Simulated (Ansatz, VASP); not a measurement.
**Nb in VASP and in Ansatz**

```
Nb
1.0
     4.62245    0.00000    0.00000
    -2.31122    4.00316    0.00000
     0.00000    0.00000    2.95609
Nb
3
Direct
  0.33335 0.00000 0.33333
  0.00000 0.33335 0.66667
  0.66665 0.66665 0.00000
```

Alike in both runs: functional PBE; k mesh 6 × 6 × 4; occupations gaussian, width 0.1 eV; no spin polarisation.

Ansatz relaxed the structure, and its values are those at the end. VASP's run is a single point on that final structure, the one shown.

|  | VASP | Ansatz |
| --- | --- | --- |
| version | VASP 6.6.1 | Ansatz 0.2.0 |
| potentials or method | VASP PAW PBE potentials, release 64 (Nb_sv), cutoff 520 eV | scalar-relativistic, plane waves, PAW |
| valence electrons in the cell | 39 | 39 |

Ansatz gave:

- gap on the k mesh at the Fermi level (eV): none
- pressure (GPa): -0.1

Question: Which values does VASP return?

Answer: gap on the k mesh at the Fermi level (eV): none; pressure (GPa): -0.5.

A gap of «none» marks a metal or a gap that the smearing closes.

The k mesh is coarse, so the values compare programs but aren't converged.
